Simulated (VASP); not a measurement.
Here is a VASP 6.6.1 calculation.

INCAR

```
SYSTEM = AlRu4
PREC = Accurate ; ENCUT = 520
EDIFF = 1E-6 ; ISMEAR = 0
SIGMA = 0.2 ; LREAL = .FALSE.
LASPH = .TRUE. ; NELM = 60
ALGO = Fast ; ISIF = 2
LWAVE = .FALSE. ; LCHARG = .TRUE.
GGA = PE ; LELF = .TRUE.
LVHAR = .TRUE. ; NBANDS = 70
```

File KPOINTS:

```
Automatic mesh
0
G
  4 4 3
  0 0 0
```

File POSCAR:

```
AlRu4
1.0
    4.7297881474      0.0000000000      0.0108024576
    0.0000000000      4.3377007803      0.0000000000
   -2.3494246287      0.0000000000      6.7722657332
Al Ru
2 8
Direct
    0.2603693165      0.7500000000      0.1983434042
    0.7396306835      0.2500000000      0.8016565958
    0.1350106120      0.2500000000      0.6002233039
    0.8649893880      0.7500000000      0.3997766961
    0.5324474351      0.2500000000      0.3998769274
    0.0561222373      0.7500000000      0.7940306399
    0.3461566561      0.2500000000      0.0085729581
    0.4675525649      0.7500000000      0.6001230726
    0.9438777627      0.2500000000      0.2059693601
    0.6538433439      0.7500000000     -0.0085729581
```

Potentials or basis: VASP PAW PBE potentials, release 64 (Al, Ru_pv).

The run is started by

```bash
$ cat potpaw_PBE.64/Al/POTCAR potpaw_PBE.64/Ru_pv/POTCAR > POTCAR
$ mpirun -np 1 vasp_std > vasp.out
```

Q: Estimate the band gap on the k mesh.

A: Zero (band 59 reaches 11.99 eV, above the bottom of band 60 at 11.52 eV).

Q: Estimate the pressure.

A: 0.0 GPa.

Forces in eV/Å, atoms in the order of the input:
```
Al  -0.004  0.000  0.014
Al   0.004  0.000 -0.014
Ru   0.011  0.000  0.002
Ru  -0.011  0.000 -0.002
Ru   0.037  0.000  0.004
Ru   0.045  0.000  0.005
Ru   0.021  0.000 -0.037
Ru  -0.037  0.000 -0.004
Ru  -0.045  0.000 -0.005
Ru  -0.021  0.000  0.037
```

Caveat: the k points lie up to 0.36 Å⁻¹ apart.
